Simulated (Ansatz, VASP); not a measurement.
## Two plane-wave programs on SnO2

File INCAR:

```
SYSTEM = SnO2
PREC     = Accurate       ! precision mode
ENCUT    = 520            ! plane-wave cutoff, eV
EDIFF    = 1E-6           ! SCF threshold, eV
ISMEAR   = 0              ! smearing method
SIGMA    = 0.05           ! smearing width, eV
LREAL    = .FALSE.        ! projectors in reciprocal space
LASPH    = .TRUE.         ! aspherical terms in the spheres
NELM     = 60             ! most SCF steps
ALGO     = Normal         ! electronic algorithm
ISIF     = 2              ! what is computed and relaxed
LWAVE    = .FALSE.        ! write WAVECAR
LCHARG   = .FALSE.        ! write CHGCAR
NBANDS   = 64             ! bands
```

Contents of KPOINTS:

```
regular mesh
0
G
  6 6 6
  0 0 0
```

POSCAR

```
SnO2
1.0
    3.4726449972      2.0049325239      3.6909586127
   -3.4726449972      2.0049325239      3.6909586127
    0.0000000000     -4.0098650478      3.6909586127
Sn O
4 8
Direct
    0.8645353782      0.8645353782      0.8645353782
    0.3648691645      0.3648691645      0.8648751974
    0.3648691645      0.8648751974      0.3648691645
    0.8648751974      0.3648691645      0.3648691645
    0.1199116729      0.6196051221      0.6196051221
    0.6196051221      0.1199116729      0.6196051221
    0.6196051221      0.6196051221      0.1199116729
    0.6099370359      0.6099370359      0.6099370359
    0.1198492242      0.1198492242      0.1198492242
    0.1096932183      0.1096932183      0.6100024814
    0.1096932183      0.6100024814      0.1096932183
    0.6100024814      0.1096932183      0.1096932183
```

Input for Ansatz:

```yaml
crystal:
  lattice:
    - [3.4726449972, 2.0049325239, 3.6909586127]
    - [-3.4726449972, 2.0049325239, 3.6909586127]
    - [0.0, -4.0098650478, 3.6909586127]
  atoms:
    - { symbol: Sn, position: [0.8645353782, 0.8645353782, 0.8645353782] }
    - { symbol: Sn, position: [0.3648691645, 0.3648691645, 0.8648751974] }
    - { symbol: Sn, position: [0.3648691645, 0.8648751974, 0.3648691645] }
    - { symbol: Sn, position: [0.8648751974, 0.3648691645, 0.3648691645] }
    - { symbol: O, position: [0.1199116729, 0.6196051221, 0.6196051221] }
    - { symbol: O, position: [0.6196051221, 0.1199116729, 0.6196051221] }
    - { symbol: O, position: [0.6196051221, 0.6196051221, 0.1199116729] }
    - { symbol: O, position: [0.6099370359, 0.6099370359, 0.6099370359] }
    - { symbol: O, position: [0.1198492242, 0.1198492242, 0.1198492242] }
    - { symbol: O, position: [0.1096932183, 0.1096932183, 0.6100024814] }
    - { symbol: O, position: [0.1096932183, 0.6100024814, 0.1096932183] }
    - { symbol: O, position: [0.6100024814, 0.1096932183, 0.1096932183] }
basis:
  ecutwfc: 520.0
kpoints:
  mp_grid: { grid: [6, 6, 6] }
hamiltonian:
  xc: lda
  pseudopotentials: { kind: paw, azcp: { folder: soft_1 } }
scf:
  occupations: { method: gaussian, width: 0.05 }
output:
  forces: true
  stress: true
  eigenvalues: true
```

Alike in both runs: task single point; functional LDA; k mesh 6 × 6 × 6; occupations gaussian, width 0.05 eV; no spin polarisation.

```csv
,VASP,Ansatz
version,VASP 6.6.1,Ansatz 0.2.0
potentials or method,"VASP PAW LDA potentials, release 64 (Sn_d, O), cutoff 520 eV","scalar-relativistic, plane waves, PAW"
valence electrons in the cell,104,104
```

Ansatz gave:

```
pressure (GPa)                                                : -18.8
traceless stress, the component that is largest in VASP (GPa) : 9.18
rms of the force components (eV/Å)                            : 0.105
```

Question: What did VASP give for the same quantities?

Answer: Pressure (GPa): -18.0; traceless stress, the component that is largest in VASP (GPa): 8.55; rms of the force components (eV/Å): 0.082.

Ansatz warns that its potentials were made for another functional, while VASP's fit it. LDA's correlation is that of Perdew and Zunger in VASP and of Perdew and Wang (1992) in Ansatz. Atom by atom the forces differ by 0.023 eV/Å (rms over components).
